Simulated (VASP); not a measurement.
# Ta in VASP: notebook

Ta is run at these levels: PBE; tasks: single point.

All numbers are computed with VASP 6.6.1; they aren't measurements. Logs are shortened: lines on timing, memory, paths and dates and some standing lists are left out, and cuts for length are marked.

### 1 The cell of the first run

The cell holds a slab with vacuum, 5 atoms: a = 4.695 Å, b = 4.695 Å, c = 10.355 Å, α = 90.00°, β = 90.00°, γ = 120.00°.

### 2 Single point, PBE

File INCAR:

```
PREC = Accurate
ENCUT = 520
EDIFF = 1E-6
ISMEAR = -1
SIGMA = 0.08
LREAL = F
LASPH = T
NELM = 60
ALGO = Normal
ISIF = 2
LWAVE = F
LCHARG = F
LDIPOL = T
IDIPOL = 3
DIPOL = 0.5 0.5 0.500
GGA = PE
NBANDS = 36
```

File KPOINTS:

```
regular mesh
0
Gamma
  9 9 1
```

File POSCAR:

```
Ta
1.0
    4.6945593029      0.0000000000      0.0000000000
   -2.3472796515      4.0656076159      0.0000000000
    0.0000000000      0.0000000000     10.3554000000
Ta
5
Direct
    0.8333333333      0.1666666667      0.3379899465
    0.1666666667      0.8333333333      0.4157792591
    0.5000000000      0.5000000000      0.4999999969
    0.8333333333      0.1666666667      0.5842207373
    0.1666666667      0.8333333333      0.6620100535
```

Potentials or basis: VASP PAW PBE potentials, release 64 (Ta_pv).

On the command line:

```bash
$ cat potpaw_PBE.64/Ta_pv/POTCAR > POTCAR
$ mpirun -np 1 vasp_std > vasp.out
```

OUTCAR:

```text
PREC = Accurate
   ENCUT = 520
   EDIFF = 1E-6
   ISMEAR = -1
   LREAL = F
   LASPH = T
   NELM = 60
   ISIF = 2
   GGA = PE

 ion  position               nearest neighbor table
   1  0.833  0.167  0.338-   4 2.55   2 2.83   2 2.83   2 2.83   3 3.19   3 3.19   3 3.19
   2  0.167  0.833  0.416-   5 2.55   1 2.83   1 2.83   1 2.83   3 2.85   3 2.85   3 2.85   4 3.22
                             4 3.22   4 3.22
   3  0.500  0.500  0.500-   2 2.85   2 2.85   2 2.85   4 2.85   4 2.85   4 2.85   1 3.19   1 3.19
                             1 3.19   5 3.19   5 3.19   5 3.19
   4  0.833  0.167  0.584-   1 2.55   5 2.83   5 2.83   5 2.83   3 2.85   3 2.85   3 2.85   2 3.22
                             2 3.22   2 3.22
   5  0.167  0.833  0.662-   2 2.55   4 2.83   4 2.83   4 2.83   3 3.19   3 3.19   3 3.19

  LATTYP: Found a hexagonal cell.
 ALAT       =     4.6945593029
 C/A-ratio  =     2.2058300539

  Lattice vectors:

 A1 = (   4.6945593029,   0.0000000000,   0.0000000000)
 A2 = (  -2.3472796515,   4.0656076159,   0.0000000000)
 A3 = (   0.0000000000,   0.0000000000,  10.3554000000)

Analysis of symmetry for initial positions (statically):
=====================================================================
 Subroutine PRICEL returns:
 Original cell was already a primitive cell.

 Routine SETGRP: Setting up the symmetry group for a
 hexagonal supercell.

 Subroutine GETGRP returns: Found 12 space group operations
 (whereof  4 operations were pure point group operations)
 out of a pool of 24 trial point group operations.

The static configuration has the point symmetry C_2h.
 The point group associated with its full space group is D_3d.

Analysis of symmetry for dynamics (positions and initial velocities):
=====================================================================
 Subroutine PRICEL returns:
 Original cell was already a primitive cell.

 Routine SETGRP: Setting up the symmetry group for a
 hexagonal supercell.

 Subroutine GETGRP returns: Found 12 space group operations
 (whereof  4 operations were pure point group operations)
 out of a pool of 24 trial point group operations.

The dynamic configuration has the point symmetry C_2h.
 The point group associated with its full space group is D_3d.

 Subroutine INISYM returns: Found 12 space group operations
 (whereof  4 operations are pure point group operations),
 and found     1 'primitive' translations

----------------------------------------------------------------------------------------

                                     Primitive cell

  volume of cell :     197.6456

  direct lattice vectors                    reciprocal lattice vectors
     4.694559303  0.000000000  0.000000000     0.213012540  0.122982847  0.000000000
    -2.347279652  4.065607616  0.000000000     0.000000000  0.245965694  0.000000000
     0.000000000  0.000000000 10.355400000     0.000000000  0.000000000  0.096567974

  length of vectors
     4.694559303  4.694559303 10.355400000     0.245965694  0.245965694  0.096567974

  position of ions in fractional coordinates (direct lattice)
     0.833333333  0.166666667  0.337989947
     0.166666667  0.833333333  0.415779259
     0.500000000  0.500000000  0.499999997
     0.833333333  0.166666667  0.584220737
     0.166666667  0.833333333  0.662010053

  ion indices of the primitive-cell ions
   primitive index   ion index
                 1           1
                 2           2
                 3           3
                 4           4
                 5           5

----------------------------------------------------------------------------------------

 KPOINTS: regular mesh

Automatic generation of k-mesh.
 Grid dimensions read from file:
 generate k-points for:    9    9    1

 Generating k-lattice:

  Cartesian coordinates                     Fractional coordinates (reciprocal lattice)
     0.023668060  0.013664761  0.000000000     0.111111111 -0.000000000  0.000000000
     0.000000000  0.027329522  0.000000000     0.000000000  0.111111111  0.000000000
     0.000000000  0.000000000  0.096567974     0.000000000  0.000000000  1.000000000

  Length of vectors
     0.027329522  0.027329522  0.096567974

  Shift w.r.t. Gamma in fractional coordinates (k-lattice)
     0.000000000  0.000000000  0.000000000

 Subroutine IBZKPT returns following result:
 ===========================================

 Found     12 irreducible k-points:

 Following reciprocal coordinates:
            Coordinates               Weight
  0.000000  0.000000  0.000000      1.000000
  0.111111 -0.000000  0.000000      6.000000
  0.222222 -0.000000  0.000000      6.000000
  0.333333  0.000000  0.000000      6.000000
  0.444444 -0.000000  0.000000      6.000000
  0.111111  0.111111  0.000000      6.000000
  0.222222  0.111111  0.000000     12.000000
  0.333333  0.111111  0.000000     12.000000
  0.444444  0.111111  0.000000      6.000000
  0.222222  0.222222  0.000000      6.000000
  0.333333  0.222222  0.000000     12.000000
  0.333333  0.333333  0.000000      2.000000
   k-points           NKPTS =     12   k-points in BZ     NKDIM =     12   number of bands    NBANDS=     36
   number of dos      NEDOS =    301   number of ions     NIONS =      5
   total plane-waves  NPLWV = 103680
   dimension x,y,z NGX =    36 NGY =   36 NGZ =   80
   dimension x,y,z NGXF=    72 NGYF=   72 NGZF=  160
   ions per type =               5
   NGX,Y,Z   is equivalent  to a cutoff of  12.75, 12.75, 12.84 a.u.
   NGXF,Y,Z  is equivalent  to a cutoff of  25.50, 25.50, 25.69 a.u.
 SYSTEM =  unknown system
   PREC   = accura    normal or accurate (medium, high low for compatibility)
   ISTART =      0    job   : 0-new  1-cont  2-samecut
   ICHARG =      2    charge: 1-file 2-atom 10-const
   ISPIN  =      1    spin polarized calculation?
   LNONCOLLINEAR =      F non collinear calculations
   LSORBIT =      F    spin-orbit coupling
   LASPH  =      T    aspherical Exc in radial PAW
   ENCUT  =  520.0 eV  38.22 Ry    6.18 a.u.   8.73  8.73 19.25*2*pi/ulx,y,z
   NELM   =     60;   NELMIN=  2; NELMDL= -5     # of ELM steps
   EDIFF  = 0.1E-05   stopping-criterion for ELM
   LREAL  =      F    real-space projection
   EDIFFG = 0.1E-04   stopping-criterion for IOM
   NSW    =      0    number of steps for IOM
   IBRION =     -1    ionic relax: 0-MD 1-quasi-New 2-CG
   NFREE  =      0    steps in history (QN), initial steepest desc. (CG)
   ISIF   =      2    stress and relaxation
   ISYM   =      2    0-nonsym 1-usesym 2-fastsym
   POTIM  = 0.5000    time-step for ionic-motion
   TEBEG  =    0.0;   TEEND  =   0.0 temperature during run
   PSTRESS=    0.0 pullay stress
   NELECT =      55.0000    total number of electrons
   NUPDOWN=      -1.0000    fix difference up-down
   EMIN   =  10.00;   EMAX   =-10.00  energy-range for DOS
   EFERMI =   0.00;   METHOD = LEGACY
   ISMEAR =    -1;   SIGMA  =   0.08  broadening in eV -4-tet -1-fermi 0-gaus
   EFERMI_NEDOS =   21; number of points for ismear=-14 and -15
   IALGO  =     38    algorithm
   IMIX   =      4    mixing-type and parameters
     AMIX     =   0.40;   BMIX     =  1.00
     AMIX_MAG =   1.60;   BMIX_MAG =  1.00
  volume/ion in A,a.u.               =      39.53       266.76
  Fermi-wavevector in a.u.,A,eV,Ry     =   1.068809  2.019756 15.542645  1.142352
  Thomas-Fermi vector in A             =   2.204468
   LORBIT       =      0    0 simple, 1 ext, 2 COOP (PROOUT), +10 PAW based schemes
   GGA     = PE    functional components
   LHFCALC =     F    Hartree Fock is set to
   AEXX    =    0.0000 exact exchange contribution
   IVDW    =     0    specifies the selected vdW correction
   LEPSILON=     F    determine dielectric tensor
   LRPA    =     F    only Hartree local field effects (RPA)
 non-spin polarized calculation
  energy-cutoff  :      520.00
  volume of cell :      197.65
 maximum number of plane-waves:      5367
 NGX is ok and might be reduce to    36
   NGX = 17   NGY = 17   NGZ = 39

 number of electron      54.9999992 magnetization

 dipolmoment           0.000000      0.000000      0.000000 electrons x Angstroem

 Free energy of the ion-electron system (eV)
  ---------------------------------------------------
  ext. energy  EPLUGINS =         0.00000000
  ---------------------------------------------------
  free energy    TOTEN  =       -52.64502385 eV

  energy without entropy =      -52.53651416  energy(sigma->0) =      -52.59076900

 E-fermi :   0.7206     XC(G=0):  -7.4931

 val. band max:        0.6957338867   @ k =   0.3333   0.2222   0.0000
 cond. band min:       0.7365593656   @ k =   0.2222   0.2222   0.0000
 fundamental gap:      0.0408254789
 Fermi energy:         0.7205776736

 k-point     1 :       0.0000    0.0000    0.0000
  band No.  band energies     occupation
      1     -33.8014      2.00000
      2     -33.7641      2.00000
      3     -33.5550      2.00000
      4     -33.5550      2.00000
      5     -33.5296      2.00000
      6     -33.5296      2.00000
[... 28 lines left out ...]
     35       3.4627      0.00000
     36       3.4627      0.00000

 k-point     2 :       0.1111   -0.0000    0.0000
  band No.  band energies     occupation
      1     -33.8123      2.00000
      2     -33.7687      2.00000
      3     -33.6357      2.00000
      4     -33.6148      2.00000
      5     -33.4572      2.00000
      6     -33.4481      2.00000
[... 28 lines left out ...]
     35       3.3496      0.00000
     36       3.3814      0.00000

 k-point     3 :       0.2222   -0.0000    0.0000
  band No.  band energies     occupation
      1     -33.8430      2.00000
      2     -33.7806      2.00000
      3     -33.7169      2.00000
      4     -33.6237      2.00000
      5     -33.4640      2.00000
      6     -33.4576      2.00000
[... 28 lines left out ...]
     35       3.1449      0.00000
     36       3.3442      0.00000

 k-point     4 :       0.3333    0.0000    0.0000
  band No.  band energies     occupation
      1     -33.8765      2.00000
      2     -33.7899      2.00000
      3     -33.7773      2.00000
      4     -33.5801      2.00000
      5     -33.4841      2.00000
      6     -33.4730      2.00000
[... 28 lines left out ...]
     35       3.0117      0.00000
     36       3.2694      0.00000

 k-point     5 :       0.4444   -0.0000    0.0000
  band No.  band energies     occupation
      1     -33.8961      2.00000
      2     -33.8094      2.00000
      3     -33.7941      2.00000
      4     -33.5241      2.00000
      5     -33.4907      2.00000
      6     -33.4788      2.00000
[... 28 lines left out ...]
     35       3.2276      0.00000
     36       3.4008      0.00000

 k-point     6 :       0.1111    0.1111    0.0000
  band No.  band energies     occupation
      1     -33.8326      2.00000
      2     -33.7822      2.00000
      3     -33.6613      2.00000
      4     -33.6612      2.00000
      5     -33.4764      2.00000
      6     -33.4338      2.00000
[... 28 lines left out ...]
     35       3.1307      0.00000
     36       3.3602      0.00000

 k-point     7 :       0.2222    0.1111    0.0000
  band No.  band energies     occupation
      1     -33.8632      2.00000
      2     -33.8065      2.00000
      3     -33.7126      2.00000
      4     -33.6330      2.00000
      5     -33.5121      2.00000
      6     -33.4281      2.00000
[... 28 lines left out ...]
     35       2.9940      0.00000
     36       3.3571      0.00000

 k-point     8 :       0.3333    0.1111    0.0000
  band No.  band energies     occupation
      1     -33.8870      2.00000
      2     -33.8280      2.00000
      3     -33.7425      2.00000
      4     -33.5705      2.00000
      5     -33.5375      2.00000
      6     -33.4360      2.00000
[... 28 lines left out ...]
     35       3.1929      0.00000
     36       3.3098      0.00000

 k-point     9 :       0.4444    0.1111    0.0000
  band No.  band energies     occupation
      1     -33.8953      2.00000
      2     -33.8371      2.00000
      3     -33.7511      2.00000
      4     -33.5603      2.00000
      5     -33.4962      2.00000
      6     -33.4563      2.00000
[... 28 lines left out ...]
     35       3.2187      0.00000
     36       3.3400      0.00000

 k-point    10 :       0.2222    0.2222    0.0000
  band No.  band energies     occupation
      1     -33.8796      2.00000
      2     -33.8376      2.00000
      3     -33.6686      2.00000
      4     -33.6436      2.00000
      5     -33.5619      2.00000
      6     -33.4148      2.00000
[... 28 lines left out ...]
     35       3.1162      0.00000
     36       3.3271      0.00000

 k-point    11 :       0.3333    0.2222    0.0000
  band No.  band energies     occupation
      1     -33.8860      2.00000
      2     -33.8558      2.00000
      3     -33.6744      2.00000
      4     -33.5982      2.00000
      5     -33.5609      2.00000
      6     -33.4557      2.00000
[... 28 lines left out ...]
     35       2.9189      0.00000
     36       3.2345      0.00000

 k-point    12 :       0.3333    0.3333    0.0000
  band No.  band energies     occupation
      1     -33.8745      2.00000
      2     -33.8745      2.00000
      3     -33.6196      2.00000
      4     -33.6152      2.00000
      5     -33.5359      2.00000
      6     -33.5359      2.00000
[... 28 lines left out ...]
     35       2.8185      0.00000
     36       2.9776      0.00000

------------------------ aborting loop because EDIFF is reached ----------------------------------------

 vacuum level on the upper side and lower side of the slab       (xc-potential included)        -1.064        -1.064

  FORCE on cell =-STRESS in cart. coord.  units (eV):
  Direction    XX          YY          ZZ          XY          YZ          ZX
  --------------------------------------------------------------------------------------
  -------------------------------------------------------------------------------------
  Total       -3.4458518     -3.4458518     -0.2573280      0.0000000      0.0000000     -0.0000000
  in kB      -27.9331557    -27.9331557     -2.0859812      0.0000000      0.0000000     -0.0000000
  external PRESSURE =     -19.3174309 kB  Pullay stress =       0.0000000 kB

 VOLUME and BASIS-vectors are now :
 -----------------------------------------------------------------------------
  energy-cutoff  :      520.00
  volume of cell :      197.65
      direct lattice vectors                 reciprocal lattice vectors
     4.694559303  0.000000000  0.000000000     0.213012540  0.122982847  0.000000000
    -2.347279652  4.065607616  0.000000000     0.000000000  0.245965694  0.000000000
     0.000000000  0.000000000 10.355400000     0.000000000  0.000000000  0.096567974

 POSITION                                       TOTAL-FORCE (eV/Angst)
 -----------------------------------------------------------------------------------
      3.52092      0.67760      3.50002         0.000000     -0.000000     -0.037757
     -1.17364      3.38801      4.30556         0.000000      0.000000     -0.004765
      1.17364      2.03280      5.17770        -0.000000      0.000000      0.000000
      3.52092      0.67760      6.04984        -0.000000     -0.000000      0.004765
     -1.17364      3.38801      6.85538        -0.000000      0.000000      0.037757
 -----------------------------------------------------------------------------------
    total drift:                                0.000000      0.000000      0.000076

  FREE ENERGIE OF THE ION-ELECTRON SYSTEM (eV)
  ---------------------------------------------------
  free  energy   TOTEN  =       -52.6450238469 eV

  energy  without entropy=      -52.5365141551  energy(sigma->0) =      -52.59076900

 vacuum level on the upper side and lower side of the slab         3.452         3.452
```

Run time: 1.8 min. Hardware: 1 thread of Intel Xeon Platinum 8259CL at 2.50GHz (Skylake/Cascade Lake), shared host; peak memory 0.33 GiB.

Results:

* Free energy: -52.6450 eV
* Largest force: 0.038 eV/Å

Forces on the atoms (eV/Å):
```
Ta   0.000  0.000 -0.038
Ta   0.000  0.000 -0.005
Ta   0.000  0.000  0.000
Ta   0.000  0.000  0.005
Ta   0.000  0.000  0.038
```

Caveat: spin-orbit coupling is left out, which moves the levels of the heavy elements.

### 3 Single point, PBE

This run uses another cell than the first one, of 75.71 Å³/atom, 1.915 times its volume.

Changes to INCAR since step 2:

```diff
@@ -7,3 +7,3 @@
 LASPH = T
-NELM = 60
+NELM = 80
 ALGO = Normal
```

KPOINTS is that of step 2.

File POSCAR:

```
Ta
1.0
    4.6945593029      0.0000000000      0.0000000000
   -2.3472796515      4.0656076159      0.0000000000
    0.0000000000      0.0000000000     19.8331000000
Ta
5
Direct
    0.8333333330      0.1666666670      0.4033663014
    0.1666666670      0.8333333330      0.4516831505
    0.5000000000      0.5000000000      0.5000000000
    0.8333333330      0.1666666670      0.5483168495
    0.1666666670      0.8333333330      0.5966336986
```

Potentials or basis: VASP PAW PBE potentials, release 64 (Ta_pv).

On the command line:

```bash
$ cat potpaw_PBE.64/Ta_pv/POTCAR > POTCAR
$ mpirun -np 1 vasp_std > vasp.out
```

Run time: 3.5 min. Hardware: 1 thread of Intel Xeon 6975P-C (Granite Rapids), shared host; peak memory 0.48 GiB.

Results (log left out):

```
Free energy   : -51.7809 eV
Largest force : 2.466 eV/Å
```

Forces in eV/Å, atoms in the order of the input:
```
Ta   0.000  0.000  2.466
Ta   0.000  0.000  1.028
Ta   0.000  0.000  0.000
Ta   0.000  0.000 -1.028
Ta   0.000  0.000 -2.466
```

Levels at points of the mesh, in eV from the Fermi level:
```tsv
k point	band 25	band 26	band 27	band 28	band 29	band 30
(0.00, 0.00, 0.00)	-0.83	-0.47	-0.47	-0.38	-0.01	-0.01
```

Caveat: spin-orbit coupling is left out, which moves the levels of the heavy elements.

### 4 Single point, PBE

This run uses another cell than the first one, of 75.71 Å³/atom, 1.915 times its volume.

File INCAR:

```
SYSTEM = Ta
  PREC = Accurate
  ENCUT = 520
  EDIFF = 1E-7
  ISMEAR = -1
  SIGMA = 0.08
  LREAL = .FALSE.
  LASPH = .TRUE.
  NELM = 60
  ALGO = Normal
  ISIF = 2
  LWAVE = .FALSE.
  LCHARG = .FALSE.
  LDIPOL = .TRUE.
  IDIPOL = 3
  DIPOL = 0.5 0.5 0.500
  GGA = PE
  NBANDS = 36
```

File KPOINTS:

```
regular mesh
0
G
  9 9 1
  0 0 0
```

POSCAR is that of step 3.

On the command line:

```bash
$ cat potpaw_PBE.64/Ta_pv/POTCAR > POTCAR
$ mpirun -np 1 vasp_std > vasp.out
```

It took 3.6 min on 1 thread of Intel Xeon 6975P-C (Granite Rapids), shared host; peak memory 0.46 GiB.

Results (log left out):

```
Free energy   : -51.7809 eV
Largest force : 2.466 eV/Å
```

Forces on the atoms (eV/Å):
```
Ta   0.000  0.000  2.466
Ta   0.000  0.000  1.028
Ta   0.000  0.000  0.000
Ta   0.000  0.000 -1.028
Ta   0.000  0.000 -2.466
```

Levels at points of the mesh, in eV from the Fermi level:
```
           k point  band 24  band 25  band 26  band 27  band 28  band 29  band 30  band 31
(0.00, 0.00, 0.00)    -0.83    -0.83    -0.47    -0.47    -0.38    -0.01    -0.01     0.51
```

Caveat: spin-orbit coupling is left out, which moves the levels of the heavy elements.
